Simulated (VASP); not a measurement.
The system is CO2.

```xyz
6
Lattice="3.5161 0.0000 0.0000 0.0000 3.5161 0.0000 0.0000 0.0000 4.1043" Properties=species:S:1:pos:R:3 pbc="T T T"
C     0.0000    0.0000    0.0000
C     1.7580    1.7580    2.0522
O     0.8087    0.8087    0.0000
O     0.9493    2.5668    2.0522
O     2.7074    2.7074    0.0000
O     2.5668    0.9493    2.0522
```

| Quantity | Value |
| --- | --- |
| Program | VASP 6.6.1 |
| Task | relaxation of cell and atoms |
| Functional | LDA |
| Potentials or basis | VASP PAW LDA potentials, release 64 (C, O) |
| Cutoff | 600 eV |
| k mesh | 5 × 5 × 5 |
| Occupations | gaussian, width 0.01 eV |
| Spin | no spin polarisation |

At the start: pressure 27.1 GPa; volume 8.46 Å³/atom.

**Question.** How do energy, volume and symmetry change on relaxing?

**Answer.** Over 15 steps the energy falls by 142.1 meV/atom and the volume is 11.75 Å³/atom (+39.0 %); space group P4_2/mnm (No. 136, to 0.05 Å).

The path:
```
step  energy change (eV)  largest force (eV/Å)  pressure (GPa)  volume (Å³)
   1              0.0000                2.0579           27.05        50.74
   2              3.9295               10.3314          -41.66        61.93
   3             -0.1639                2.0389            5.48        52.46
   4             -0.1736                1.5297            8.28        52.16
   5             -0.1742                1.3699            9.15        52.07
   6             -0.5622                0.8468            4.48        57.32
   7             -0.7990                0.0503            2.26        64.79
   8             -0.8318                0.3503            1.99        68.60
   9             -0.8330                0.5012            1.95        70.03
  10             -0.5232                3.6828          -13.69        74.76
  11             -0.8386                0.0829           -0.26        70.57
  12             -0.8387                0.0453           -0.12        70.53
  13             -0.8407                0.0431           -0.12        70.53
  14             -0.8459                0.0333           -0.06        70.54
  15             -0.8523                0.0062            0.03        70.52
```

Final structure:
```cif
data_structure
_symmetry_space_group_name_H-M 'P 1'
_symmetry_Int_Tables_number 1
_cell_length_a 3.9610
_cell_length_b 3.9610
_cell_length_c 4.4945
_cell_angle_alpha 90.000
_cell_angle_beta 90.000
_cell_angle_gamma 90.000
_cell_volume 70.52
loop_
_atom_site_label
_atom_site_type_symbol
_atom_site_fract_x
_atom_site_fract_y
_atom_site_fract_z
_atom_site_occupancy
C1 C 0.00000 0.00000 0.00000 1
C2 C 0.50000 0.50000 0.50000 1
O1 O 0.20844 0.20844 0.00000 1
O2 O 0.29156 0.70844 0.50000 1
O3 O 0.79156 0.79156 0.00000 1
O4 O 0.70844 0.29156 0.50000 1
```

Caveat: the volume moved by over 15 % at a fixed basis, so the end points are rough; the volume moved by +39 % from the deposited cell, more than functionals usually miss.
